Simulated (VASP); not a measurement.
# Al2H3 (R-3m) in VASP: further runs

The runs below take Al2H3 through single point, relaxation of cell and atoms, with PBE.

Everything below comes from runs of VASP 6.6.1. Logs are shortened: lines on timing, memory, paths and dates and some standing lists are left out, and cuts for length are marked.

### 1 The cell of the first run

Symmetry: R-3m, No. 166, trigonal system. The conventional cell has a = 3.173 Å, b = 3.173 Å, c = 15.567 Å, α = 90.00°, β = 90.00°, γ = 120.00°. Within 2.5 Å of Al (site symmetry 3m) lie 6 H at 1.92 to 2.17 Å. H (site symmetry -3m) has 6 Al at 2.17 Å and 6 H at 2.52 Å within 2.9 Å. H (site symmetry 3m) has 3 Al at 1.92 Å and 6 H at 2.52 Å within 2.6 Å.

### 2 Single point, PBE

The input, INCAR:

```
SYSTEM = Al2H3
  ALGO = Normal
  EDIFF = 1E-7
  ENCUT = 520
  GGA = PE
  ISIF = 2
  ISMEAR = 0
  LASPH = .TRUE.
  LCHARG = .FALSE.
  LREAL = .FALSE.
  LWAVE = .FALSE.
  NBANDS = 12
  NELM = 80
  PREC = Accurate
  SIGMA = 0.1
```

The input, KPOINTS:

```
k-points
0
G
  6 6 6
  0 0 0
```

The input, POSCAR:

```
Al2H3
1.0
    1.5866027322      0.9160255145      5.1890329607
   -1.5866027322      0.9160255145      5.1890329607
    0.0000000000     -1.8320510291      5.1890329607
Al H
2 3
Direct
    0.4077547484      0.4077547484      0.4077547484
    0.5922452516      0.5922452516      0.5922452516
    0.0000000000      0.0000000000      0.0000000000
    0.2223821217      0.2223821217      0.2223821217
    0.7776178783      0.7776178783      0.7776178783
```

Potentials or basis: VASP PAW PBE potentials, release 64 (Al, H).

Run with:

```bash
$ cat potpaw_PBE.64/Al/POTCAR potpaw_PBE.64/H/POTCAR > POTCAR
$ mpirun -np 1 vasp_std > vasp.out
```

OUTCAR:

```text
SYSTEM = Al2H3
   EDIFF = 1E-7
   ENCUT = 520
   GGA = PE
   ISIF = 2
   ISMEAR = 0
   LASPH = .TRUE.
   LREAL = .FALSE.
   NELM = 80
   PREC = Accurate

 ion  position               nearest neighbor table
   1  0.408  0.408  0.408-   5 1.92   5 1.92   5 1.92   2 2.87   2 2.95   2 2.95   2 2.95
   2  0.592  0.592  0.592-   4 1.92   4 1.92   4 1.92   1 2.87   1 2.95   1 2.95   1 2.95
   3  0.000  0.000  0.000-
   4  0.222  0.222  0.222-   2 1.92   2 1.92   2 1.92
   5  0.778  0.778  0.778-   1 1.92   1 1.92   1 1.92

  LATTYP: Found a trigonal (rhomboedric) cell.
 ALAT       =     5.5029513936
 COS(alpha) =     0.8337448766

  Lattice vectors:

 A1 = (   1.5866027322,   0.9160255145,   5.1890329607)
 A2 = (  -1.5866027322,   0.9160255145,   5.1890329607)
 A3 = (   0.0000000000,  -1.8320510291,   5.1890329607)

Analysis of symmetry for initial positions (statically):
=====================================================================
 Subroutine PRICEL returns:
 Original cell was already a primitive cell.

 Routine SETGRP: Setting up the symmetry group for a
 trigonal (rhombohedral) supercell.

 Subroutine GETGRP returns: Found 12 space group operations
 (whereof 12 operations were pure point group operations)
 out of a pool of 12 trial point group operations.

The static configuration has the point symmetry D_3d.

Analysis of symmetry for dynamics (positions and initial velocities):
=====================================================================
 Subroutine PRICEL returns:
 Original cell was already a primitive cell.

 Routine SETGRP: Setting up the symmetry group for a
 trigonal (rhombohedral) supercell.

 Subroutine GETGRP returns: Found 12 space group operations
 (whereof 12 operations were pure point group operations)
 out of a pool of 12 trial point group operations.

The dynamic configuration has the point symmetry D_3d.

 Subroutine INISYM returns: Found 12 space group operations
 (whereof 12 operations are pure point group operations),
 and found     1 'primitive' translations

----------------------------------------------------------------------------------------

                                     Primitive cell

  volume of cell :      45.2495

  direct lattice vectors                    reciprocal lattice vectors
     1.586602732  0.916025515  5.189032961     0.315138749  0.181945441  0.064238045
    -1.586602732  0.916025515  5.189032961    -0.315138749  0.181945441  0.064238045
     0.000000000 -1.832051029  5.189032961     0.000000000 -0.363890883  0.064238045

  length of vectors
     5.502951394  5.502951394  5.502951394     0.369517390  0.369517390  0.369517390

  position of ions in fractional coordinates (direct lattice)
     0.407754748  0.407754748  0.407754748
     0.592245252  0.592245252  0.592245252
     0.000000000  0.000000000  0.000000000
     0.222382122  0.222382122  0.222382122
     0.777617878  0.777617878  0.777617878

  ion indices of the primitive-cell ions
   primitive index   ion index
                 1           1
                 2           2
                 3           3
                 4           4
                 5           5

----------------------------------------------------------------------------------------

 KPOINTS: k-points

Automatic generation of k-mesh.
 Grid dimensions read from file:
 generate k-points for:    6    6    6

 Generating k-lattice:

  Cartesian coordinates                     Fractional coordinates (reciprocal lattice)
     0.052523125  0.030324240  0.010706341     0.166666667 -0.000000000 -0.000000000
    -0.052523125  0.030324240  0.010706341    -0.000000000  0.166666667 -0.000000000
     0.000000000 -0.060648480  0.010706341     0.000000000  0.000000000  0.166666667

  Length of vectors
     0.061586232  0.061586232  0.061586232

  Shift w.r.t. Gamma in fractional coordinates (k-lattice)
     0.000000000  0.000000000  0.000000000

 Subroutine IBZKPT returns following result:
 ===========================================

 Found     32 irreducible k-points:

 Following reciprocal coordinates:
            Coordinates               Weight
  0.000000  0.000000  0.000000      1.000000
  0.166667  0.000000  0.000000      6.000000
  0.333333 -0.000000  0.000000      6.000000
  0.500000  0.000000  0.000000      3.000000
  0.166667  0.166667  0.000000      6.000000
  0.333333  0.166667  0.000000     12.000000
[... 16 lines left out ...]
  0.500000  0.500000  0.166667      6.000000
 -0.333333  0.500000  0.166667     12.000000
 [... further k-points ...]
   k-points           NKPTS =     32   k-points in BZ     NKDIM =     32   number of bands    NBANDS=     12
   number of dos      NEDOS =    301   number of ions     NIONS =      5
   total plane-waves  NPLWV =  74088
   dimension x,y,z NGX =    42 NGY =   42 NGZ =   42
   dimension x,y,z NGXF=    84 NGYF=   84 NGZF=   84
   ions per type =               2   3
   NGX,Y,Z   is equivalent  to a cutoff of  12.69, 12.69, 12.69 a.u.
   NGXF,Y,Z  is equivalent  to a cutoff of  25.38, 25.38, 25.38 a.u.
 SYSTEM =  Al2H3
   PREC   = accura    normal or accurate (medium, high low for compatibility)
   ISTART =      0    job   : 0-new  1-cont  2-samecut
   ICHARG =      2    charge: 1-file 2-atom 10-const
   ISPIN  =      1    spin polarized calculation?
   LNONCOLLINEAR =      F non collinear calculations
   LSORBIT =      F    spin-orbit coupling
   LASPH  =      T    aspherical Exc in radial PAW
   ENCUT  =  520.0 eV  38.22 Ry    6.18 a.u.  10.23 10.23 10.23*2*pi/ulx,y,z
   NELM   =     80;   NELMIN=  2; NELMDL= -5     # of ELM steps
   EDIFF  = 0.1E-06   stopping-criterion for ELM
   LREAL  =      F    real-space projection
   EDIFFG = 0.1E-05   stopping-criterion for IOM
   NSW    =      0    number of steps for IOM
   IBRION =     -1    ionic relax: 0-MD 1-quasi-New 2-CG
   NFREE  =      0    steps in history (QN), initial steepest desc. (CG)
   ISIF   =      2    stress and relaxation
   ISYM   =      2    0-nonsym 1-usesym 2-fastsym
   POTIM  = 0.5000    time-step for ionic-motion
   TEBEG  =    0.0;   TEEND  =   0.0 temperature during run
   PSTRESS=    0.0 pullay stress
   NELECT =       9.0000    total number of electrons
   NUPDOWN=      -1.0000    fix difference up-down
   EMIN   =  10.00;   EMAX   =-10.00  energy-range for DOS
   EFERMI =   0.00;   METHOD = LEGACY
   ISMEAR =     0;   SIGMA  =   0.10  broadening in eV -4-tet -1-fermi 0-gaus
   EFERMI_NEDOS =   21; number of points for ismear=-14 and -15
   IALGO  =     38    algorithm
   IMIX   =      4    mixing-type and parameters
     AMIX     =   0.40;   BMIX     =  1.00
     AMIX_MAG =   1.60;   BMIX_MAG =  1.00
  volume/ion in A,a.u.               =       9.05        61.07
  Fermi-wavevector in a.u.,A,eV,Ry     =   0.955618  1.805857 12.424930  0.913207
  Thomas-Fermi vector in A             =   2.084472
   LORBIT       =      0    0 simple, 1 ext, 2 COOP (PROOUT), +10 PAW based schemes
   GGA     = PE    functional components
   LHFCALC =     F    Hartree Fock is set to
   AEXX    =    0.0000 exact exchange contribution
   IVDW    =     0    specifies the selected vdW correction
   LEPSILON=     F    determine dielectric tensor
   LRPA    =     F    only Hartree local field effects (RPA)
 non-spin polarized calculation
 Gauss-broadening in eV      SIGMA  =   0.10
  energy-cutoff  :      520.00
  volume of cell :       45.25
 maximum number of plane-waves:      1230
 NGX is ok and might be reduce to    42
   NGX = 21   NGY = 21   NGZ = 21

 number of electron       9.0000000 magnetization

 Free energy of the ion-electron system (eV)
  ---------------------------------------------------
  ext. energy  EPLUGINS =         0.00000000
  ---------------------------------------------------
  free energy    TOTEN  =       -15.72455504 eV

  energy without entropy =      -15.71991238  energy(sigma->0) =      -15.72223371

 E-fermi :   6.1793     XC(G=0):  -9.9579

 val. band max:        6.0882325807   @ k =  -0.1667   0.3333   0.1667
 cond. band min:       6.2500376659   @ k =   0.3333   0.1667   0.0000
 fundamental gap:      0.1618050852
 Fermi energy:         6.1793268845

 k-point     1 :       0.0000    0.0000    0.0000
  band No.  band energies     occupation
      1      -5.9535      2.00000
      2      -1.1655      2.00000
      3      -0.3547      2.00000
      4      10.6536      0.00000
      5      11.4537      0.00000
      6      13.0665      0.00000
      7      13.6486      0.00000
      8      13.6486      0.00000
      9      14.0376      0.00000
     10      14.0376      0.00000
     11      15.3310      0.00000
     12      15.3310      0.00000

 k-point     2 :       0.1667    0.0000    0.0000
  band No.  band energies     occupation
      1      -5.4164      2.00000
      2      -0.9598      2.00000
      3       0.3144      2.00000
      4       7.9044      0.00000
      5       8.8801      0.00000
      6      10.6980      0.00000
      7      11.5684      0.00000
      8      12.4633      0.00000
      9      13.1543      0.00000
     10      15.5974      0.00000
     11      16.1462      0.00000
     12      16.6460      0.00000

 k-point     3 :       0.3333   -0.0000    0.0000
  band No.  band energies     occupation
      1      -3.8380      2.00000
      2      -0.1258      2.00000
      3       1.1761      2.00000
      4       4.4695      2.00000
      5       5.7640      2.00000
      6       9.2065      0.00000
      7      10.2109      0.00000
      8      10.7030      0.00000
      9      11.5655      0.00000
     10      11.7172      0.00000
     11      16.3795      0.00000
     12      17.6604      0.00000
[... 286 lines left out ...]
 k-point    23 :       0.5000    0.5000    0.1667
  band No.  band energies     occupation
      1      -3.2614      2.00000
      2      -1.8431      2.00000
      3       2.0980      2.00000
      4       4.8631      2.00000
      5       6.5666      0.00000
      6       8.8869      0.00000
      7       9.5559      0.00000
      8      11.3008      0.00000
      9      12.1154      0.00000
     10      13.7884      0.00000
     11      13.9414      0.00000
     12      15.1772      0.00000

 k-point    24 :      -0.3333    0.5000    0.1667
  band No.  band energies     occupation
      1      -1.7118      2.00000
      2      -0.8354      2.00000
      3       0.8704      2.00000
      4       3.8095      2.00000
      5       4.9436      2.00000
      6       8.0949      0.00000
      7       8.8519      0.00000
      8       9.9030      0.00000
      9      11.5531      0.00000
     10      12.3312      0.00000
     11      14.3271      0.00000
     12      17.6747      0.00000

 [... further k-points ...]

------------------------ aborting loop because EDIFF is reached ----------------------------------------

  FORCE on cell =-STRESS in cart. coord.  units (eV):
  Direction    XX          YY          ZZ          XY          YZ          ZX
  --------------------------------------------------------------------------------------
  -------------------------------------------------------------------------------------
  Total        0.0121149      0.0121149     -0.1086363      0.0000000      0.0000000      0.0000000
  in kB        0.4289593      0.4289593     -3.8465576      0.0000000      0.0000000      0.0000000
  external PRESSURE =      -0.9962130 kB  Pullay stress =       0.0000000 kB

 VOLUME and BASIS-vectors are now :
 -----------------------------------------------------------------------------
  energy-cutoff  :      520.00
  volume of cell :       45.25
      direct lattice vectors                 reciprocal lattice vectors
     1.586602732  0.916025515  5.189032961     0.315138749  0.181945441  0.064238045
    -1.586602732  0.916025515  5.189032961    -0.315138749  0.181945441  0.064238045
     0.000000000 -1.832051029  5.189032961     0.000000000 -0.363890883  0.064238045

 POSITION                                       TOTAL-FORCE (eV/Angst)
 -----------------------------------------------------------------------------------
      0.00000     -0.00000      6.34756         0.000000     -0.000000      0.035156
      0.00000     -0.00000      9.21954         0.000000      0.000000     -0.035156
      0.00000      0.00000      0.00000         0.000000     -0.000000      0.000000
      0.00000     -0.00000      3.46184         0.000000     -0.000000      0.023537
      0.00000     -0.00000     12.10525         0.000000      0.000000     -0.023537
 -----------------------------------------------------------------------------------
    total drift:                               -0.000000     -0.000000      0.000000

  FREE ENERGIE OF THE ION-ELECTRON SYSTEM (eV)
  ---------------------------------------------------
  free  energy   TOTEN  =       -15.7245550421 eV

  energy  without entropy=      -15.7199123815  energy(sigma->0) =      -15.72223371
```

Run time: 25 s. Hardware: 1 thread of Intel Xeon 6975P-C (Granite Rapids), shared host; peak memory 0.23 GiB.

Results:

```yaml
Free_energy: -15.7246 eV
Pressure: -0.1 GPa
Largest_force: 0.035 eV/Å
Band_gap_on_the_k_mesh: zero (an odd number of electrons rules out a gap without spin polarisation)
```

Forces on the atoms (eV/Å):
```
Al   0.000  0.000  0.035
Al   0.000  0.000 -0.035
H    0.000  0.000  0.000
H    0.000  0.000  0.024
H    0.000  0.000 -0.024
```

Caveat: the k points lie up to 0.39 Å⁻¹ apart, too coarse for converged energies and pressures of a metal.

### 3 Relaxation of cell and atoms, PBE

This run uses another cell than the first one, of 9.79 Å³/atom.

The input, INCAR:

```
SYSTEM = Al2H3
  ALGO = Normal
  EDIFF = 1E-6
  EDIFFG = -0.04
  ENCUT = 600
  GGA = PE
  IBRION = 2
  ISIF = 3
  ISMEAR = 0
  LASPH = .TRUE.
  LCHARG = .FALSE.
  LREAL = .FALSE.
  LWAVE = .FALSE.
  NELM = 80
  NSW = 90
  PREC = Accurate
  SIGMA = 0.1
```

KPOINTS is that of step 2.

The input, POSCAR:

```
Al2H3
1.0
    1.4501008700      0.8372161276      6.7219531044
   -1.4501008700      0.8372161276      6.7219531044
    0.0000000000     -1.6744322553      6.7219531044
Al H
2 3
Direct
    0.4000000000      0.4000000000      0.4000000000
    0.6000000000      0.6000000000      0.6000000000
    0.0000000000      0.0000000000      0.0000000000
    0.2095000000      0.2095000000      0.2095000000
    0.7905000000      0.7905000000      0.7905000000
```

Potentials or basis: VASP PAW PBE potentials, release 64 (Al, H).

Run with:

```bash
$ cat potpaw_PBE.64/Al/POTCAR potpaw_PBE.64/H/POTCAR > POTCAR
$ mpirun -np 1 vasp_std > vasp.out
```

Run time: 12 min. Hardware: 1 thread of Intel Xeon 6975P-C (Granite Rapids), shared host; peak memory 0.44 GiB.

It converged, with:

- Free energy: -15.7244 eV
- Relaxed volume: 9.10 Å³/atom
- Relaxed cell: a = 5.481 Å, b = 5.481 Å, c = 5.481 Å, α = 33.85°, β = 33.85°, γ = 33.85°
- Space group after relaxing (to 0.1 Å): R-3m (No. 166)
- Energy gained by relaxing: 108.8 meV/atom
- Ionic steps: 34
- Pressure after relaxing: -0.1 GPa
- Largest force after relaxing: 0.016 eV/Å
- Band gap on the k mesh: zero (an odd number of electrons rules out a gap without spin polarisation)

Forces on the atoms (eV/Å):
```
Al   0.000  0.000 -0.013
Al   0.000  0.000  0.013
H    0.000  0.000  0.000
H    0.000  0.000 -0.016
H    0.000  0.000  0.016
```

Stress tensor (GPa, compression positive):
```
-0.24  0.00  0.00
 0.00 -0.24  0.00
 0.00  0.00  0.18
```

The path:
| step | energy change (eV) | largest force (eV/Å) | pressure (GPa) | volume (Å³) |
| --- | --- | --- | --- | --- |
| 1 | 0.0000 | 0.4121 | -6.23 | 48.96 |
| 2 | -0.0939 | 0.2312 | -2.49 | 46.31 |
| 3 | -0.1085 | 0.1252 | -0.05 | 44.95 |
| 4 | -0.1085 | 0.1187 | 0.11 | 44.87 |
| 5 | -0.1144 | 0.1128 | 0.12 | 44.78 |
| 6 | -0.1213 | 0.1141 | 0.25 | 44.56 |
| 7 | -0.1218 | 0.1226 | 0.34 | 44.49 |
| 8 | -0.1259 | 0.0883 | -0.02 | 44.64 |
| 9 | -0.1290 | 0.0694 | -0.72 | 45.03 |
| 10 | -0.1306 | 0.0719 | -0.75 | 45.02 |
| 11 | -0.1353 | 0.1035 | -0.88 | 44.99 |
| 12 | -0.1381 | 0.1883 | -1.13 | 44.90 |
| 13 | -0.1447 | 0.1550 | -0.74 | 44.48 |
| 14 | -0.1612 | 0.0955 | 0.46 | 43.34 |
| 15 | -0.1842 | 0.2515 | 3.82 | 41.04 |
| 16 | -0.0002 | 0.4192 | 16.38 | 36.36 |
| 17 | -0.1908 | 0.2382 | 4.58 | 40.74 |
| 18 | -0.1929 | 0.2467 | 4.68 | 40.67 |
| 19 | -0.1966 | 0.2711 | 4.98 | 40.47 |
| 20 | -0.1975 | 0.2877 | 5.13 | 40.36 |
| 21 | -0.2011 | 0.3305 | 5.43 | 40.16 |
| 22 | -0.2074 | 0.4064 | 6.42 | 39.73 |
| 23 | -0.2076 | 0.4532 | 8.67 | 38.84 |
| 24 | -0.2139 | 0.4514 | 7.51 | 39.34 |
| 25 | -0.2376 | 0.4558 | 7.17 | 39.46 |
| 26 | -0.2677 | 0.5371 | 6.48 | 39.78 |
| 27 | -0.2935 | 0.5358 | 5.35 | 40.27 |
| 28 | -0.3511 | 0.5266 | 2.26 | 41.76 |
| 29 | -0.3873 | 0.5108 | -2.52 | 44.85 |
| 30 | -0.4153 | 0.4496 | -2.19 | 44.92 |
| 31 | -0.4826 | 0.3018 | -1.08 | 45.12 |
| 32 | -0.5313 | 0.2897 | -0.04 | 45.51 |
| 33 | -0.5431 | 0.0961 | -0.13 | 45.51 |
| 34 | -0.5441 | 0.0158 | -0.10 | 45.51 |

Final structure:
```yaml
crystal:
  lattice:
    - [1.59540, 0.92111, 5.16165]
    - [-1.59540, 0.92111, 5.16165]
    - [0.00000, -1.84221, 5.16165]
  atoms:
    - { symbol: Al, position: [0.40844, 0.40844, 0.40844] }
    - { symbol: Al, position: [0.59156, 0.59156, 0.59156] }
    - { symbol: H, position: [0.00000, 0.00000, 0.00000] }
    - { symbol: H, position: [0.22429, 0.22429, 0.22429] }
    - { symbol: H, position: [0.77571, 0.77571, 0.77571] }
```

Levels at points of the mesh, in eV from the Fermi level:
| k point | band 1 | band 2 | band 3 | band 4 | band 5 | band 6 | band 7 | band 8 |
| --- | --- | --- | --- | --- | --- | --- | --- | --- |
| (0.00, 0.00, 0.00) | -12.07 | -7.29 | -6.36 | 4.26 | 5.36 | 6.77 | 7.34 | 7.73 |
| (0.50, 0.00, 0.00) | -7.85 | -7.13 | -5.09 | -2.55 | -0.61 | 1.48 | 3.73 | 3.91 |
| (0.50, 0.50, 0.00) | -7.31 | -7.26 | -5.78 | -3.16 | -0.54 | 2.45 | 2.79 | 4.65 |
| (0.50, 0.50, 0.50) | -11.21 | -10.16 | -2.68 | 1.89 | 5.73 | 6.16 | 6.82 | 7.75 |

Caveat: the k points lie up to 0.38 Å⁻¹ apart in the final cell, too coarse for converged energies and pressures of a metal; a cell axis changed by over 15 % at a fixed basis, so the end point is rough.

(Part 1 of 2 ends here.)
